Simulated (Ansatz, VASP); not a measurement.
**MgO: VASP beside Ansatz**

INCAR

```
SYSTEM = MgO
PREC = Accurate ; ENCUT = 520
EDIFF = 1E-6 ; ISMEAR = 0
SIGMA = 0.1 ; LREAL = .False.
LASPH = .True. ; NELM = 80
ALGO = Normal ; ISIF = 2
LWAVE = .False. ; LCHARG = .True.
GGA = CA ; LELF = .True.
LVHAR = .True. ; NBANDS = 11
```

KPOINTS

```
Automatic mesh
0
Gamma
  8 8 8
  0 0 0
```

The input POSCAR:

```
MgO
1.0
    0.0000000000      2.1085000000      2.1085000000
    2.1085000000      0.0000000000      2.1085000000
    2.1085000000      2.1085000000      0.0000000000
Mg O
1 1
Direct
    0.0000000000      0.0000000000      0.0000000000
    0.5000000000      0.5000000000      0.5000000000
```

Input for Ansatz:

```yaml
crystal:
  lattice:
    - [0.0, 2.1085, 2.1085]
    - [2.1085, 0.0, 2.1085]
    - [2.1085, 2.1085, 0.0]
  atoms:
    - { symbol: Mg, position: [0.0, 0.0, 0.0] }
    - { symbol: O, position: [0.5, 0.5, 0.5] }
basis:
  ecutwfc: 420
kpoints:
  mp_grid: { grid: [8, 8, 8] }
hamiltonian:
  xc: lda
scf:
  occupations: { method: gaussian, width: 0.1 }
output:
  forces: true
  stress: true
  eigenvalues: true
```

Alike in both runs: task single point; functional LDA; k mesh 8 × 8 × 8; occupations gaussian, width 0.1 eV; no spin polarisation.

```csv
,VASP,Ansatz
version,VASP 6.6.1,Ansatz 0.2.0
potentials or method,"VASP PAW LDA potentials, release 64 (Mg, O), cutoff 520 eV","scalar-relativistic, plane waves, PAW"
valence electrons in the cell,8,16
```

|  | VASP | Ansatz | Ansatz less VASP |
| --- | --- | --- | --- |
| gap on the k mesh at the Fermi level (eV) | 4.62 | 4.62 | 0.000 |
| least direct gap on the mesh (eV) | 4.62 | 4.62 | 0.000 |
| pressure (GPa) | -8.2 | -6.6 | +1.66 |

LDA's correlation is that of Perdew and Zunger in VASP and of Perdew and Wang (1992) in Ansatz. VASP's potentials hold 8 valence electrons a cell and Ansatz's 16, so a difference there can come from the potentials and not from the codes.
